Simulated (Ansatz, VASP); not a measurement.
WC: VASP beside Ansatz

Contents of INCAR:

```
SYSTEM = WC
PREC = Accurate ; ENCUT = 520
EDIFF = 1E-6 ; ISMEAR = 0
SIGMA = 0.15 ; LREAL = .FALSE.
LASPH = .TRUE. ; NELM = 80
ALGO = Normal ; ISIF = 2
LWAVE = .FALSE. ; LCHARG = .TRUE.
GGA = PE ; LELF = .TRUE.
LVHAR = .TRUE. ; NBANDS = 16
```

KPOINTS

```
Automatic mesh
0
G
  18 18 16
  0 0 0
```

The input POSCAR:

```
WC
1.0
    2.9005014360      0.0000000000      0.0000000000
   -1.4502507180      2.5119079273      0.0000000000
    0.0000000000      0.0000000000      2.8290000000
W C
1 1
Direct
    0.0000000000      0.0000000000      0.0000000000
    0.6818730851      0.3409365426      0.5114048138
```

Input for Ansatz:

```yaml
crystal:
  lattice:
    - [2.900501436, 0.0, 0.0]
    - [-1.450250718, 2.5119079273, 0.0]
    - [0.0, 0.0, 2.829]
  atoms:
    - { symbol: W, position: [0.0, 0.0, 0.0] }
    - { symbol: C, position: [0.6818730851, 0.3409365426, 0.5114048138] }
basis:
  ecutwfc: 420
kpoints:
  mp_grid: { grid: [18, 18, 16] }
hamiltonian:
  xc: pbe
scf:
  occupations: { method: gaussian, width: 0.15 }
output:
  forces: true
  stress: true
  eigenvalues: true
  write_density: true
  write_potential: true
  elf: true
  volumetric_format: npy
```

Change from the starting cell: all C atoms moved -0.050 Å, as atom 2 towards its neighbour atom 1 (W) at 2.192 Å.

Alike in both runs: task single point; functional PBE; k mesh 18 × 18 × 16; occupations gaussian, width 0.15 eV; no spin polarisation.

|  | VASP | Ansatz |
| --- | --- | --- |
| version | VASP 6.6.1 | Ansatz 0.2.0 |
| potentials or method | VASP PAW PBE potentials, release 64 (W_sv, C), cutoff 520 eV | scalar-relativistic, plane waves, PAW |
| valence electrons in the cell | 18 | 18 |

VASP gave:

```
gap on the k mesh at the Fermi level (eV)                     : none
pressure (GPa)                                                : 10.1
traceless stress, the component that is largest in VASP (GPa) : -1.58
rms of the force components (eV/Å)                            : 0.442
```

What did Ansatz give for the same quantities?

gap on the k mesh at the Fermi level (eV): none; pressure (GPa): 8.9; traceless stress, the component that is largest in VASP (GPa): -1.55; rms of the force components (eV/Å): 0.440.

Atom by atom the forces differ by 0.002 eV/Å (rms over components). A gap of «none» marks a metal or a gap that the smearing closes. The functional is the same, so the differences come from potentials, cutoffs and numerics.

Neither program's run includes spin-orbit coupling.
